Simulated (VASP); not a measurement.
# Sc4GeSe (P4/m) in VASP: notebook

Runs on Sc4GeSe. Level: PBE. Tasks: single point.

Program: VASP 6.6.1. These are calculated values, not measurements. Logs are shortened: lines on timing, memory, paths and dates and some standing lists are left out, and cuts for length are marked.

## Step 1: The cell of the first run

Symmetry: P4/m, No. 83, tetragonal system. The conventional cell has a = 6.431 Å, b = 6.431 Å, c = 5.035 Å, α = 90.00°, β = 90.00°, γ = 90.00°. Within 3.4 Å of Sc (site symmetry m) lie 1 Se at 2.54 Å and 3 Sc at 3.14 to 3.15 Å. Within 3.3 Å of Ge (site symmetry 4/m) lie 2 Se at 2.52 Å. Se (site symmetry 4/m) has 2 Ge at 2.52 Å and 4 Sc at 2.54 Å within 3.3 Å.

The cell was built from a structure type or drawn by symmetry, and may not be a known phase.

## Step 2: Single point, PBE

INCAR reads:

```
SYSTEM = Sc4GeSe
PREC = Accurate ; ENCUT = 520
EDIFF = 1E-6 ; ISMEAR = 0
SIGMA = 0.1 ; LREAL = .FALSE.
LASPH = .TRUE. ; NELM = 60
ALGO = Normal ; ISIF = 2
LWAVE = .FALSE. ; LCHARG = .FALSE.
GGA = PE ; NBANDS = 41
```

KPOINTS reads:

```
regular mesh
0
G
  6 6 8
  0 0 0
```

POSCAR reads:

```
Sc4GeSe
1.0
    6.4313531205      0.0000000000      0.0000000000
    0.0000000000      6.4313531205      0.0000000000
    0.0000000000      0.0000000000      5.0352625770
Sc Ge Se
4 1 1
Direct
    0.3464040103      0.8098270751      0.5000000000
    0.6535959897      0.1901729249      0.5000000000
    0.1901729249      0.3464040103      0.5000000000
    0.8098270751      0.6535959897      0.5000000000
    0.0000000000      0.0000000000      0.0000000000
    0.0000000000      0.0000000000      0.5000000000
```

Potentials or basis: VASP PAW PBE potentials, release 64 (Sc_sv, Ge_d, Se).

The run is started by

```console
$ cat potpaw_PBE.64/Sc_sv/POTCAR potpaw_PBE.64/Ge_d/POTCAR potpaw_PBE.64/Se/POTCAR > POTCAR
$ mpirun -np 1 vasp_std > vasp.out
```

OUTCAR:

```text
SYSTEM = Sc4GeSe
   PREC = Accurate
   ENCUT = 520
   EDIFF = 1E-6
   ISMEAR = 0
   LREAL = .FALSE.
   LASPH = .TRUE.
   NELM = 60
   ISIF = 2
   GGA = PE

 ion  position               nearest neighbor table
   1  0.346  0.810  0.500-   6 2.54   2 3.14   4 3.15   3 3.15
   2  0.654  0.190  0.500-   6 2.54   1 3.14   4 3.15   3 3.15
   3  0.190  0.346  0.500-   6 2.54   4 3.14   1 3.15   2 3.15
   4  0.810  0.654  0.500-   6 2.54   3 3.14   1 3.15   2 3.15
   5  0.000  0.000  0.000-   6 2.52   6 2.52
   6  0.000  0.000  0.500-   5 2.52   5 2.52   3 2.54   4 2.54   1 2.54   2 2.54

  LATTYP: Found a simple tetragonal cell.
 ALAT       =     6.4313531205
 C/A-ratio  =     0.7829242902

  Lattice vectors:

 A1 = (   6.4313531205,   0.0000000000,   0.0000000000)
 A2 = (   0.0000000000,   6.4313531205,   0.0000000000)
 A3 = (   0.0000000000,   0.0000000000,   5.0352625770)

Analysis of symmetry for initial positions (statically):
=====================================================================
 Subroutine PRICEL returns:
 Original cell was already a primitive cell.

 Routine SETGRP: Setting up the symmetry group for a
 simple tetragonal supercell.

 Subroutine GETGRP returns: Found  8 space group operations
 (whereof  8 operations were pure point group operations)
 out of a pool of 16 trial point group operations.

The static configuration has the point symmetry C_4h.

Analysis of symmetry for dynamics (positions and initial velocities):
=====================================================================
 Subroutine PRICEL returns:
 Original cell was already a primitive cell.

 Routine SETGRP: Setting up the symmetry group for a
 simple tetragonal supercell.

 Subroutine GETGRP returns: Found  8 space group operations
 (whereof  8 operations were pure point group operations)
 out of a pool of 16 trial point group operations.

The dynamic configuration has the point symmetry C_4h.

 Subroutine INISYM returns: Found  8 space group operations
 (whereof  8 operations are pure point group operations),
 and found     1 'primitive' translations

----------------------------------------------------------------------------------------

                                     Primitive cell

  volume of cell :     208.2701

  direct lattice vectors                    reciprocal lattice vectors
     6.431353120  0.000000000  0.000000000     0.155488275  0.000000000  0.000000000
     0.000000000  6.431353120  0.000000000     0.000000000  0.155488275  0.000000000
     0.000000000  0.000000000  5.035262577     0.000000000  0.000000000  0.198599375

  length of vectors
     6.431353120  6.431353120  5.035262577     0.155488275  0.155488275  0.198599375

  position of ions in fractional coordinates (direct lattice)
     0.346404010  0.809827075  0.500000000
     0.653595990  0.190172925  0.500000000
     0.190172925  0.346404010  0.500000000
     0.809827075  0.653595990  0.500000000
     0.000000000  0.000000000  0.000000000
     0.000000000  0.000000000  0.500000000

  ion indices of the primitive-cell ions
   primitive index   ion index
                 1           1
                 2           2
                 3           3
                 4           4
                 5           5
                 6           6

----------------------------------------------------------------------------------------

 KPOINTS: regular mesh

Automatic generation of k-mesh.
 Grid dimensions read from file:
 generate k-points for:    6    6    8

 Generating k-lattice:

  Cartesian coordinates                     Fractional coordinates (reciprocal lattice)
     0.025914712  0.000000000  0.000000000     0.166666667  0.000000000  0.000000000
     0.000000000  0.025914712  0.000000000     0.000000000  0.166666667  0.000000000
     0.000000000  0.000000000  0.024824922     0.000000000  0.000000000  0.125000000

  Length of vectors
     0.025914712  0.025914712  0.024824922

  Shift w.r.t. Gamma in fractional coordinates (k-lattice)
     0.000000000  0.000000000  0.000000000

 Subroutine IBZKPT returns following result:
 ===========================================

 Found     55 irreducible k-points:

 Following reciprocal coordinates:
            Coordinates               Weight
  0.000000  0.000000  0.000000      1.000000
  0.166667  0.000000  0.000000      4.000000
  0.333333  0.000000  0.000000      4.000000
  0.500000  0.000000  0.000000      2.000000
  0.166667  0.166667  0.000000      4.000000
  0.333333  0.166667  0.000000      4.000000
[... 16 lines left out ...]
  0.000000  0.000000  0.250000      2.000000
  0.166667  0.000000  0.250000      8.000000
 [... further k-points ...]
   k-points           NKPTS =     55   k-points in BZ     NKDIM =     55   number of bands    NBANDS=     41
   number of dos      NEDOS =    301   number of ions     NIONS =      6
   total plane-waves  NPLWV =  92160
   dimension x,y,z NGX =    48 NGY =   48 NGZ =   40
   dimension x,y,z NGXF=    96 NGYF=   96 NGZF=   80
   ions per type =               4   1   1
   NGX,Y,Z   is equivalent  to a cutoff of  12.41, 12.41, 13.21 a.u.
   NGXF,Y,Z  is equivalent  to a cutoff of  24.82, 24.82, 26.41 a.u.
 SYSTEM =  Sc4GeSe
   PREC   = accura    normal or accurate (medium, high low for compatibility)
   ISTART =      0    job   : 0-new  1-cont  2-samecut
   ICHARG =      2    charge: 1-file 2-atom 10-const
   ISPIN  =      1    spin polarized calculation?
   LNONCOLLINEAR =      F non collinear calculations
   LSORBIT =      F    spin-orbit coupling
   LASPH  =      T    aspherical Exc in radial PAW
   ENCUT  =  520.0 eV  38.22 Ry    6.18 a.u.  11.96 11.96  9.36*2*pi/ulx,y,z
   NELM   =     60;   NELMIN=  2; NELMDL= -5     # of ELM steps
   EDIFF  = 0.1E-05   stopping-criterion for ELM
   LREAL  =      F    real-space projection
   EDIFFG = 0.1E-04   stopping-criterion for IOM
   NSW    =      0    number of steps for IOM
   IBRION =     -1    ionic relax: 0-MD 1-quasi-New 2-CG
   NFREE  =      0    steps in history (QN), initial steepest desc. (CG)
   ISIF   =      2    stress and relaxation
   ISYM   =      2    0-nonsym 1-usesym 2-fastsym
   POTIM  = 0.5000    time-step for ionic-motion
   TEBEG  =    0.0;   TEEND  =   0.0 temperature during run
   PSTRESS=    0.0 pullay stress
   NELECT =      64.0000    total number of electrons
   NUPDOWN=      -1.0000    fix difference up-down
   EMIN   =  10.00;   EMAX   =-10.00  energy-range for DOS
   EFERMI =   0.00;   METHOD = LEGACY
   ISMEAR =     0;   SIGMA  =   0.10  broadening in eV -4-tet -1-fermi 0-gaus
   EFERMI_NEDOS =   21; number of points for ismear=-14 and -15
   IALGO  =     38    algorithm
   IMIX   =      4    mixing-type and parameters
     AMIX     =   0.40;   BMIX     =  1.00
     AMIX_MAG =   1.60;   BMIX_MAG =  1.00
  volume/ion in A,a.u.               =      34.71       234.25
  Fermi-wavevector in a.u.,A,eV,Ry     =   1.104738  2.087652 16.605170  1.220446
  Thomas-Fermi vector in A             =   2.241215
   LORBIT       =      0    0 simple, 1 ext, 2 COOP (PROOUT), +10 PAW based schemes
   GGA     = PE    functional components
   LHFCALC =     F    Hartree Fock is set to
   AEXX    =    0.0000 exact exchange contribution
   IVDW    =     0    specifies the selected vdW correction
   LEPSILON=     F    determine dielectric tensor
   LRPA    =     F    only Hartree local field effects (RPA)
 non-spin polarized calculation
 Gauss-broadening in eV      SIGMA  =   0.10
  energy-cutoff  :      520.00
  volume of cell :      208.27
 maximum number of plane-waves:      5644
   NGX = 23   NGY = 23   NGZ = 19

 number of electron      63.9999976 magnetization

 Free energy of the ion-electron system (eV)
  ---------------------------------------------------
  ext. energy  EPLUGINS =         0.00000000
  ---------------------------------------------------
  free energy    TOTEN  =       -29.69393467 eV

  energy without entropy =      -29.66324574  energy(sigma->0) =      -29.67859021

 E-fermi :   1.9412     XC(G=0):  -8.1420

 val. band max:        1.9409430325   @ k =  -0.3333   0.1667   0.5000
 cond. band min:       1.9437857360   @ k =   0.5000   0.0000   0.5000
 fundamental gap:      0.0028427035
 Fermi energy:         1.9412170822

 k-point     1 :       0.0000    0.0000    0.0000
  band No.  band energies     occupation
      1     -48.2014      2.00000
      2     -48.1685      2.00000
      3     -48.1685      2.00000
      4     -48.1653      2.00000
      5     -27.0538      2.00000
      6     -27.0205      2.00000
[... 33 lines left out ...]
     40       3.0950      0.00000
     41       3.6016      0.00000

 k-point     2 :       0.1667    0.0000    0.0000
  band No.  band energies     occupation
      1     -48.1999      2.00000
      2     -48.1730      2.00000
      3     -48.1683      2.00000
      4     -48.1625      2.00000
      5     -27.0522      2.00000
      6     -27.0248      2.00000
[... 33 lines left out ...]
     40       3.0639      0.00000
     41       3.6131      0.00000

 k-point     3 :       0.3333    0.0000    0.0000
  band No.  band energies     occupation
      1     -48.1959      2.00000
      2     -48.1796      2.00000
      3     -48.1680      2.00000
      4     -48.1602      2.00000
      5     -27.0479      2.00000
      6     -27.0315      2.00000
[... 33 lines left out ...]
     40       3.0740      0.00000
     41       3.5229      0.00000

 k-point     4 :       0.5000    0.0000    0.0000
  band No.  band energies     occupation
      1     -48.1925      2.00000
      2     -48.1840      2.00000
      3     -48.1678      2.00000
      4     -48.1595      2.00000
      5     -27.0441      2.00000
      6     -27.0362      2.00000
[... 825 lines left out ...]
     40       3.4159      0.00000
     41       3.6599      0.00000

 k-point    23 :       0.0000    0.0000    0.2500
  band No.  band energies     occupation
      1     -48.2014      2.00000
      2     -48.1685      2.00000
      3     -48.1685      2.00000
      4     -48.1653      2.00000
      5     -27.0544      2.00000
      6     -27.0210      2.00000
[... 33 lines left out ...]
     40       3.3421      0.00000
     41       3.5291      0.00000

 k-point    24 :       0.1667    0.0000    0.2500
  band No.  band energies     occupation
      1     -48.1999      2.00000
      2     -48.1730      2.00000
      3     -48.1683      2.00000
      4     -48.1625      2.00000
      5     -27.0528      2.00000
      6     -27.0253      2.00000
[... 33 lines left out ...]
     40       3.3172      0.00000
     41       3.4932      0.00000

 [... further k-points ...]

------------------------ aborting loop because EDIFF is reached ----------------------------------------

  FORCE on cell =-STRESS in cart. coord.  units (eV):
  Direction    XX          YY          ZZ          XY          YZ          ZX
  --------------------------------------------------------------------------------------
  -------------------------------------------------------------------------------------
  Total        0.0862599      0.0862599     -0.0390417     -0.0000005      0.0000000      0.0000000
  in kB        0.6635790      0.6635790     -0.3003393     -0.0000042      0.0000000      0.0000000
  external PRESSURE =       0.3422729 kB  Pullay stress =       0.0000000 kB

 VOLUME and BASIS-vectors are now :
 -----------------------------------------------------------------------------
  energy-cutoff  :      520.00
  volume of cell :      208.27
      direct lattice vectors                 reciprocal lattice vectors
     6.431353120  0.000000000  0.000000000     0.155488275  0.000000000  0.000000000
     0.000000000  6.431353120  0.000000000     0.000000000  0.155488275  0.000000000
     0.000000000  0.000000000  5.035262577     0.000000000  0.000000000  0.198599375

 POSITION                                       TOTAL-FORCE (eV/Angst)
 -----------------------------------------------------------------------------------
      2.22785      5.20828      2.51763         0.021984     -0.015093     -0.000000
      4.20351      1.22307      2.51763        -0.021984      0.015093      0.000000
      1.22307      2.22785      2.51763         0.015093      0.021984      0.000000
      5.20828      4.20351      2.51763        -0.015093     -0.021984     -0.000000
      0.00000      0.00000      0.00000         0.000000      0.000000      0.000000
      0.00000      0.00000      2.51763         0.000000      0.000000      0.000000
 -----------------------------------------------------------------------------------
    total drift:                               -0.000000     -0.000000     -0.000000

  FREE ENERGIE OF THE ION-ELECTRON SYSTEM (eV)
  ---------------------------------------------------
  free  energy   TOTEN  =       -29.6939346701 eV

  energy  without entropy=      -29.6632457448  energy(sigma->0) =      -29.67859021
```

Wall time 11 min (1 thread of Intel Xeon 8259CL, shared host); peak memory 0.57 GiB.

Results:

```yaml
Free_energy: -29.6939 eV
Pressure: 0.0 GPa
Largest_force: 0.027 eV/Å
Band_gap_on_the_k_mesh: zero (bands 32 and 33 overlap by 0.53 eV)
```

Forces on the atoms (eV/Å):
```
Sc   0.022 -0.015  0.000
Sc  -0.022  0.015  0.000
Sc   0.015  0.022  0.000
Sc  -0.015 -0.022  0.000
Ge   0.000  0.000  0.000
Se   0.000  0.000  0.000
```

## Step 3: Single point, PBE

INCAR reads:

```
PREC     = Accurate       # precision mode
ENCUT    = 520            # plane-wave cutoff, eV
EDIFF    = 1E-6           # SCF threshold, eV
ISMEAR   = 0              # smearing method
SIGMA    = 0.1            # smearing width, eV
LREAL    = F              # projectors in reciprocal space
LASPH    = T              # aspherical terms in the spheres
NELM     = 100            # most SCF steps
ALGO     = Normal         # electronic algorithm
ISIF     = 2              # what is computed and relaxed
LWAVE    = F              # write WAVECAR
LCHARG   = F              # write CHGCAR
GGA      = PE             # functional
NBANDS   = 41             # bands
```

KPOINTS reads:

```
Automatic mesh
0
Gamma
  6 6 8
```

POSCAR is that of step 2.

Potentials or basis: VASP PAW PBE potentials, release 64 (Sc_sv, Ge_d, Se).

The run is started by

```console
$ cat potpaw_PBE.64/Sc_sv/POTCAR potpaw_PBE.64/Ge_d/POTCAR potpaw_PBE.64/Se/POTCAR > POTCAR
$ mpirun -np 1 vasp_std > vasp.out
```

Wall time 10 min (1 thread of Intel Xeon 8259CL, shared host); peak memory 0.57 GiB.

The run converged. Its results:

```
Free energy            : -29.6939 eV
Pressure               : 0.0 GPa
Largest force          : 0.027 eV/Å
Band gap on the k mesh : zero (bands 32 and 33 overlap by 0.53 eV)
```

Forces in eV/Å, atoms in the order of the input:
```
Sc   0.022 -0.015  0.000
Sc  -0.022  0.015  0.000
Sc   0.015  0.022  0.000
Sc  -0.015 -0.022  0.000
Ge   0.000  0.000  0.000
Se   0.000  0.000  0.000
```

Stress tensor (GPa, compression positive):
```
 0.07  0.00  0.00
 0.00  0.07  0.00
 0.00  0.00 -0.03
```

Levels at points of the mesh, in eV from the Fermi level:
```csv
k point,band 28,band 29,band 30,band 31,band 32,band 33,band 34,band 35,band 36,band 37
"(0.00, 0.00, 0.00)",-0.36,-0.36,-0.18,-0.17,0.24,0.36,0.36,0.45,0.54,0.57
"(0.50, 0.00, 0.00)",-1.51,-0.47,-0.39,-0.38,-0.01,0.15,0.60,0.70,0.76,0.84
"(0.50, 0.50, 0.00)",-1.23,-1.23,-0.76,0.00,0.00,0.06,0.56,0.63,0.63,0.76
"(0.00, 0.00, 0.50)",-1.22,-0.89,-0.28,-0.06,0.24,0.24,0.39,0.41,0.49,0.58
"(0.50, 0.00, 0.50)",-1.15,-1.03,-0.60,-0.28,-0.15,0.00,0.18,0.59,0.74,0.96
"(0.50, 0.50, 0.50)",-1.06,-0.66,-0.58,-0.58,-0.44,-0.27,-0.02,0.65,0.65,0.97
```
